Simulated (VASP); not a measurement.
# TaN (P-6m2) in VASP: notebook

Runs on TaN. Level: PBEsol. Tasks: single point.

Program: VASP 6.6.1. These are calculated values, not measurements. Logs are shortened: lines on timing, memory, paths and dates and some standing lists are left out, and cuts for length are marked.

## (1) The cell of the first run

It takes space group P-6m2 (No. 187, hexagonal). Conventional cell: a = 2.924 Å, b = 2.924 Å, c = 2.978 Å, α = 90.00°, β = 90.00°, γ = 120.00°. Ta (site symmetry -6m2) has 6 N at 2.25 Å and 8 Ta at 2.92 to 2.98 Å within 3.0 Å. Within 3.0 Å of N (site symmetry -6m2) lie 6 Ta at 2.25 Å and 8 N at 2.92 to 2.98 Å.

## (2) Single point, PBEsol

INCAR reads:

```
SYSTEM = TaN
PREC = Accurate
ENCUT = 520
EDIFF = 1E-6
ISMEAR = 0
SIGMA = 0.15
LREAL = .False.
LASPH = .True.
NELM = 100
ALGO = Normal
ISIF = 2
LWAVE = .False.
LCHARG = .False.
GGA = PS
NBANDS = 15
```

KPOINTS reads:

```
regular mesh
0
Gamma
  18 18 16
  0 0 0
```

POSCAR reads:

```
TaN
1.0
    2.9240351141      0.0000000000      0.0000000000
   -1.4620175570      2.5322886904      0.0000000000
    0.0000000000      0.0000000000      2.9784000000
Ta N
1 1
Direct
    0.3333333333      0.6666666667      0.5000000000
    0.0000000000      0.0000000000      0.0000000000
```

Potentials or basis: VASP PAW PBE potentials, release 64 (Ta_pv, N).

Started as:

```console
$ cat potpaw_PBE.64/Ta_pv/POTCAR potpaw_PBE.64/N/POTCAR > POTCAR
$ mpirun -np 1 vasp_std > vasp.out
```

OUTCAR:

```text
SYSTEM = TaN
   PREC = Accurate
   ENCUT = 520
   EDIFF = 1E-6
   ISMEAR = 0
   LREAL = .False.
   LASPH = .True.
   NELM = 100
   ISIF = 2
   GGA = PS

 ion  position               nearest neighbor table
   1  0.333  0.667  0.500-   2 2.25   2 2.25   2 2.25   2 2.25   2 2.25   2 2.25
   2  0.000  0.000  0.000-   1 2.25   1 2.25   1 2.25   1 2.25   1 2.25   1 2.25

  LATTYP: Found a hexagonal cell.
 ALAT       =     2.9240351141
 C/A-ratio  =     1.0185924190

  Lattice vectors:

 A1 = (   2.9240351141,   0.0000000000,   0.0000000000)
 A2 = (  -1.4620175570,   2.5322886904,   0.0000000000)
 A3 = (   0.0000000000,   0.0000000000,   2.9784000000)

Analysis of symmetry for initial positions (statically):
=====================================================================
 Subroutine PRICEL returns:
 Original cell was already a primitive cell.

 Routine SETGRP: Setting up the symmetry group for a
 hexagonal supercell.

 Subroutine GETGRP returns: Found 12 space group operations
 (whereof 12 operations were pure point group operations)
 out of a pool of 24 trial point group operations.

The static configuration has the point symmetry D_3h.

Analysis of symmetry for dynamics (positions and initial velocities):
=====================================================================
 Subroutine PRICEL returns:
 Original cell was already a primitive cell.

 Routine SETGRP: Setting up the symmetry group for a
 hexagonal supercell.

 Subroutine GETGRP returns: Found 12 space group operations
 (whereof 12 operations were pure point group operations)
 out of a pool of 24 trial point group operations.

The dynamic configuration has the point symmetry D_3h.

 Subroutine INISYM returns: Found 12 space group operations
 (whereof 12 operations are pure point group operations),
 and found     1 'primitive' translations

----------------------------------------------------------------------------------------

                                     Primitive cell

  volume of cell :      22.0536

  direct lattice vectors                    reciprocal lattice vectors
     2.924035114  0.000000000  0.000000000     0.341993157  0.197449841  0.000000000
    -1.462017557  2.532288690  0.000000000     0.000000000  0.394899683  0.000000000
     0.000000000  0.000000000  2.978400000     0.000000000  0.000000000  0.335750739

  length of vectors
     2.924035114  2.924035114  2.978400000     0.394899683  0.394899683  0.335750739

  position of ions in fractional coordinates (direct lattice)
     0.333333333  0.666666667  0.500000000
     0.000000000  0.000000000  0.000000000

  ion indices of the primitive-cell ions
   primitive index   ion index
                 1           1
                 2           2

----------------------------------------------------------------------------------------

 KPOINTS: regular mesh

Automatic generation of k-mesh.
 Grid dimensions read from file:
 generate k-points for:   18   18   16

 Generating k-lattice:

  Cartesian coordinates                     Fractional coordinates (reciprocal lattice)
     0.018999620  0.010969436  0.000000000     0.055555556  0.000000000  0.000000000
     0.000000000  0.021938871  0.000000000     0.000000000  0.055555556  0.000000000
     0.000000000  0.000000000  0.020984421     0.000000000  0.000000000  0.062500000

  Length of vectors
     0.021938871  0.021938871  0.020984421

  Shift w.r.t. Gamma in fractional coordinates (k-lattice)
     0.000000000  0.000000000  0.000000000

 Subroutine IBZKPT returns following result:
 ===========================================

 Found    333 irreducible k-points:

 Following reciprocal coordinates:
            Coordinates               Weight
  0.000000  0.000000  0.000000      1.000000
  0.055556  0.000000  0.000000      6.000000
  0.111111  0.000000  0.000000      6.000000
  0.166667 -0.000000  0.000000      6.000000
  0.222222 -0.000000  0.000000      6.000000
  0.277778  0.000000  0.000000      6.000000
[... 16 lines left out ...]
  0.333333  0.111111  0.000000     12.000000
  0.388889  0.111111  0.000000     12.000000
 [... further k-points ...]
   k-points           NKPTS =    333   k-points in BZ     NKDIM =    333   number of bands    NBANDS=     15
   number of dos      NEDOS =    301   number of ions     NIONS =      2
   total plane-waves  NPLWV =  13824
   dimension x,y,z NGX =    24 NGY =   24 NGZ =   24
   dimension x,y,z NGXF=    48 NGYF=   48 NGZF=   48
   ions per type =               1   1
   NGX,Y,Z   is equivalent  to a cutoff of  13.65, 13.65, 13.40 a.u.
   NGXF,Y,Z  is equivalent  to a cutoff of  27.29, 27.29, 26.79 a.u.
 SYSTEM =  TaN
   PREC   = accura    normal or accurate (medium, high low for compatibility)
   ISTART =      0    job   : 0-new  1-cont  2-samecut
   ICHARG =      2    charge: 1-file 2-atom 10-const
   ISPIN  =      1    spin polarized calculation?
   LNONCOLLINEAR =      F non collinear calculations
   LSORBIT =      F    spin-orbit coupling
   LASPH  =      T    aspherical Exc in radial PAW
   ENCUT  =  520.0 eV  38.22 Ry    6.18 a.u.   5.44  5.44  5.54*2*pi/ulx,y,z
   NELM   =    100;   NELMIN=  2; NELMDL= -5     # of ELM steps
   EDIFF  = 0.1E-05   stopping-criterion for ELM
   LREAL  =      F    real-space projection
   EDIFFG = 0.1E-04   stopping-criterion for IOM
   NSW    =      0    number of steps for IOM
   IBRION =     -1    ionic relax: 0-MD 1-quasi-New 2-CG
   NFREE  =      0    steps in history (QN), initial steepest desc. (CG)
   ISIF   =      2    stress and relaxation
   ISYM   =      2    0-nonsym 1-usesym 2-fastsym
   POTIM  = 0.5000    time-step for ionic-motion
   TEBEG  =    0.0;   TEEND  =   0.0 temperature during run
   PSTRESS=    0.0 pullay stress
   NELECT =      16.0000    total number of electrons
   NUPDOWN=      -1.0000    fix difference up-down
   EMIN   =  10.00;   EMAX   =-10.00  energy-range for DOS
   EFERMI =   0.00;   METHOD = LEGACY
   ISMEAR =     0;   SIGMA  =   0.15  broadening in eV -4-tet -1-fermi 0-gaus
   EFERMI_NEDOS =   21; number of points for ismear=-14 and -15
   IALGO  =     38    algorithm
   IMIX   =      4    mixing-type and parameters
     AMIX     =   0.40;   BMIX     =  1.00
     AMIX_MAG =   1.60;   BMIX_MAG =  1.00
  volume/ion in A,a.u.               =      11.03        74.41
  Fermi-wavevector in a.u.,A,eV,Ry     =   1.471031  2.779846 29.442093  2.163933
  Thomas-Fermi vector in A             =   2.586216
   LORBIT       =      0    0 simple, 1 ext, 2 COOP (PROOUT), +10 PAW based schemes
   GGA     = PS    functional components
   LHFCALC =     F    Hartree Fock is set to
   AEXX    =    0.0000 exact exchange contribution
   IVDW    =     0    specifies the selected vdW correction
   LEPSILON=     F    determine dielectric tensor
   LRPA    =     F    only Hartree local field effects (RPA)
 non-spin polarized calculation
 Gauss-broadening in eV      SIGMA  =   0.15
  energy-cutoff  :      520.00
  volume of cell :       22.05
 maximum number of plane-waves:       623
 NGX is ok and might be reduce to    24

 number of electron      16.0000002 magnetization

 Free energy of the ion-electron system (eV)
  ---------------------------------------------------
  ext. energy  EPLUGINS =         0.00000000
  ---------------------------------------------------
  free energy    TOTEN  =       -23.73676385 eV

  energy without entropy =      -23.73608549  energy(sigma->0) =      -23.73642467

 E-fermi :   7.7971     XC(G=0): -13.3857

 val. band max:        7.7449386550   @ k =   0.0000   0.0000   0.4375
 cond. band min:       7.8104703526   @ k =   0.0556   0.0000   0.5000
 fundamental gap:      0.0655316976
 Fermi energy:         7.7971305300

 k-point     1 :       0.0000    0.0000    0.0000
  band No.  band energies     occupation
      1     -27.0986      2.00000
      2     -26.7157      2.00000
      3     -26.7157      2.00000
      4      -9.6661      2.00000
      5       3.5936      2.00000
      6       3.6799      2.00000
      7       3.6799      2.00000
      8       4.7511      2.00000
      9      10.2006      0.00000
     10      11.1304      0.00000
     11      11.1304      0.00000
     12      11.6314      0.00000
     13      11.6314      0.00000
     14      20.6578      0.00000
     15      21.1448      0.00000

 k-point     2 :       0.0556    0.0000    0.0000
  band No.  band energies     occupation
      1     -27.0941      2.00000
      2     -26.7501      2.00000
      3     -26.7231      2.00000
      4      -9.6019      2.00000
      5       3.4466      2.00000
      6       3.7174      2.00000
      7       3.7279      2.00000
      8       4.6560      2.00000
      9      10.4172      0.00000
     10      11.0132      0.00000
     11      11.1451      0.00000
     12      11.5960      0.00000
     13      11.7181      0.00000
     14      20.6703      0.00000
     15      21.1439      0.00000

 k-point     3 :       0.1111    0.0000    0.0000
  band No.  band energies     occupation
      1     -27.0811      2.00000
      2     -26.8483      2.00000
      3     -26.7442      2.00000
      4      -9.4164      2.00000
      5       2.9466      2.00000
      6       3.8635      2.00000
      7       3.9622      2.00000
      8       4.3973      2.00000
      9      10.5080      0.00000
     10      11.1757      0.00000
     11      11.1987      0.00000
     12      11.4955      0.00000
     13      11.9425      0.00000
     14      20.6882      0.00000
     15      21.1399      0.00000

 k-point     4 :       0.1667   -0.0000    0.0000
  band No.  band energies     occupation
      1     -27.0610      2.00000
      2     -26.9956      2.00000
      3     -26.7765      2.00000
      4      -9.1288      2.00000
      5       2.2984      2.00000
      6       4.0367      2.00000
      7       4.0632      2.00000
      8       4.3190      2.00000
      9      10.0900      0.00000
     10      11.3172      0.00000
     11      11.3462      0.00000
     12      11.9486      0.00000
     13      12.2216      0.00000
     14      20.7130      0.00000
     15      21.1353      0.00000
[... 307 lines left out ...]
 k-point    22 :       0.2778    0.1111    0.0000
  band No.  band energies     occupation
      1     -27.5149      2.00000
      2     -26.9783      2.00000
      3     -26.9600      2.00000
      4      -7.8698      2.00000
      5       0.5066      2.00000
      6       2.8891      2.00000
      7       4.0755      2.00000
      8       5.5232      2.00000
      9       9.5470      0.00000
     10      10.2060      0.00000
     11      12.6694      0.00000
     12      13.4029      0.00000
     13      14.4844      0.00000
     14      21.0232      0.00000
     15      21.3322      0.00000

 k-point    23 :       0.3333    0.1111    0.0000
  band No.  band energies     occupation
      1     -27.6292      2.00000
      2     -27.0007      2.00000
      3     -26.9591      2.00000
      4      -7.5507      2.00000
      5       0.1645      2.00000
      6       2.6693      2.00000
      7       3.9055      2.00000
      8       5.6404      2.00000
      9       9.9782      0.00000
     10      10.1410      0.00000
     11      12.7570      0.00000
     12      13.5408      0.00000
     13      15.3117      0.00000
     14      20.6834      0.00000
     15      21.1581      0.00000

 k-point    24 :       0.3889    0.1111    0.0000
  band No.  band energies     occupation
      1     -27.7027      2.00000
      2     -27.0271      2.00000
      3     -26.9466      2.00000
      4      -7.3334      2.00000
      5      -0.0516      2.00000
      6       2.5321      2.00000
      7       3.7572      2.00000
      8       5.6768      2.00000
      9       9.8326      0.00000
     10      10.9495      0.00000
     11      12.4442      0.00000
     12      13.6113      0.00000
     13      16.1972      0.00000
     14      19.7522      0.00000
     15      21.1198      0.00000

 [... further k-points ...]
[... 5 lines left out ...]
  --------------------------------------------------------------------------------------
  -------------------------------------------------------------------------------------
  Total       -0.6219049     -0.6219049     -3.8402703     -0.0000000      0.0000000      0.0000000
  in kB      -45.1809908    -45.1809908   -278.9931558     -0.0000000      0.0000000      0.0000000
  external PRESSURE =    -123.1183791 kB  Pullay stress =       0.0000000 kB

 VOLUME and BASIS-vectors are now :
 -----------------------------------------------------------------------------
  energy-cutoff  :      520.00
  volume of cell :       22.05
      direct lattice vectors                 reciprocal lattice vectors
     2.924035114  0.000000000  0.000000000     0.341993157  0.197449841  0.000000000
    -1.462017557  2.532288690  0.000000000     0.000000000  0.394899683  0.000000000
     0.000000000  0.000000000  2.978400000     0.000000000  0.000000000  0.335750739

 POSITION                                       TOTAL-FORCE (eV/Angst)
 -----------------------------------------------------------------------------------
     -0.00000      1.68819      1.48920         0.000000     -0.000000      0.000000
      0.00000      0.00000      0.00000        -0.000000      0.000000      0.000000
 -----------------------------------------------------------------------------------
    total drift:                                0.000000     -0.000000     -0.000000

  FREE ENERGIE OF THE ION-ELECTRON SYSTEM (eV)
  ---------------------------------------------------
  free  energy   TOTEN  =       -23.7367638534 eV

  energy  without entropy=      -23.7360854883  energy(sigma->0) =      -23.73642467
```

Wall time 31 s (1 thread of Intel Xeon 6975P-C (Granite Rapids), shared host); peak memory 0.23 GiB.

Results:

| Property | Result |
| --- | --- |
| Free energy | -23.7368 eV |
| Pressure | -12.3 GPa |
| Band gap on the k mesh | zero (band 8 reaches 8.12 eV, above the bottom of band 9 at 7.70 eV) |

Stress tensor (GPa, compression positive):
```
 -4.52   0.00   0.00
  0.00  -4.52   0.00
  0.00   0.00 -27.90
```

Levels at points of the mesh, in eV from the Fermi level:
| k point | band 6 | band 7 | band 8 | band 9 | band 10 | band 11 |
| --- | --- | --- | --- | --- | --- | --- |
| (0.00, 0.00, 0.00) | -4.12 | -4.12 | -3.05 | 2.40 | 3.33 | 3.33 |
| (0.50, 0.00, 0.00) | -5.33 | -3.40 | -2.87 | 2.79 | 4.26 | 4.92 |
| (0.00, 0.00, 0.50) | -3.30 | -3.30 | -0.10 | -0.10 | 1.87 | 3.52 |
| (0.50, 0.00, 0.50) | -6.10 | -5.25 | -0.49 | 4.03 | 5.45 | 5.58 |

Caveat: the PAW data sets were made with another functional, which shifts forces and pressure a little; spin-orbit coupling is left out, which moves the levels of the heavy elements.

## (3) Single point, PBEsol

This run uses another cell than the first one, of the same volume but with other edges.

INCAR reads:

```
SYSTEM = TaN
PREC = Accurate
ENCUT = 520
EDIFF = 1E-7
ISMEAR = 0
SIGMA = 0.15
LREAL = .FALSE.
LASPH = .TRUE.
NELM = 60
ALGO = Normal
ISIF = 2
LWAVE = .FALSE.
LCHARG = .FALSE.
GGA = PS
NBANDS = 15
```

KPOINTS reads:

```
Automatic mesh
0
G
  18 18 16
  0 0 0
```

POSCAR reads:

```
TaN
1.0
    3.0337000000      0.0000000000      0.0000000000
   -1.5168500000      2.6272612675      0.0000000000
    0.0000000000      0.0000000000      2.7631000000
Ta N
1 1
Direct
    0.3333333333      0.6666666667      0.5000000000
    0.0000000000      0.0000000000      0.0000000000
```

Potentials or basis: VASP PAW PBE potentials, release 64 (Ta_pv, N).

Started as:

```console
$ cat potpaw_PBE.64/Ta_pv/POTCAR potpaw_PBE.64/N/POTCAR > POTCAR
$ mpirun -np 1 vasp_std > vasp.out
```

Wall time 32 s (1 thread of Intel Xeon 6975P-C (Granite Rapids), shared host); peak memory 0.23 GiB.

It converged, with:

```
Free energy            : -23.6281 eV
Pressure               : -8.0 GPa
Band gap on the k mesh : zero (band 8 reaches 8.07 eV, above the bottom of band 9 at 7.85 eV)
```

Stress tensor (GPa, compression positive):
```
-23.38   0.00   0.00
  0.00 -23.38   0.00
  0.00   0.00  22.79
```

Levels at points of the mesh, in eV from the Fermi level:
```
           k point  band 4  band 5  band 6  band 7  band 8  band 9  band 10  band 11  band 12  band 13
(0.00, 0.00, 0.00)  -17.65   -5.02   -5.02   -4.04   -2.37    1.53     3.90     3.90     4.08     4.08
(0.50, 0.00, 0.00)  -15.56   -8.28   -4.38   -3.49   -3.45    3.20     3.29     4.63     5.50     7.68
(0.00, 0.00, 0.50)  -14.83   -9.18   -4.23   -4.23   -0.01   -0.01     2.72     2.72     3.32     7.69
(0.50, 0.00, 0.50)  -15.64   -7.28   -6.04   -6.01   -0.12    3.87     4.78     6.23     6.64    10.38
```

Caveat: the PAW data sets were made with another functional, which shifts forces and pressure a little; spin-orbit coupling is left out, which moves the levels of the heavy elements.
